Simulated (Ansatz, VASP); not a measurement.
# BaS: VASP beside Ansatz

```
Ba S
1.0
     0.00000    3.19375    3.22569
     3.19375    0.00000    3.22569
     3.19375    3.19375    0.00000
Ba S
1 1
Direct
  0.00000 0.00000 0.00000
  0.50000 0.50000 0.50000
```

Change from the starting cell: strain +0.0100 x Voigt [0, 0, 1, 0, 0, 0], atoms carried along.

Alike in both runs: task single point; functional PBE; k mesh 8 × 8 × 8; occupations gaussian, width 0.05 eV; no spin polarisation.

```csv
,VASP,Ansatz
version,VASP 6.6.1,Ansatz 0.2.0
potentials or method,"VASP PAW PBE potentials, release 64 (Ba_sv, S), cutoff 520 eV","scalar-relativistic, plane waves, PAW"
valence electrons in the cell,16,16
```

|  | VASP | Ansatz | Ansatz less VASP |
| --- | --- | --- | --- |
| gap on the k mesh at the Fermi level (eV) | 2.11 | 2.21 | +0.098 |
| least direct gap on the mesh (eV) | 2.25 | 2.32 | +0.065 |
| pressure (GPa) | 1.0 | 0.4 | -0.57 |
| traceless stress, the component that is largest in VASP (GPa) | -0.54 | -0.49 | +0.050 |

With one functional, cell and mesh, what is left measures potentials, basis and numerics.

Neither program's run includes spin-orbit coupling.
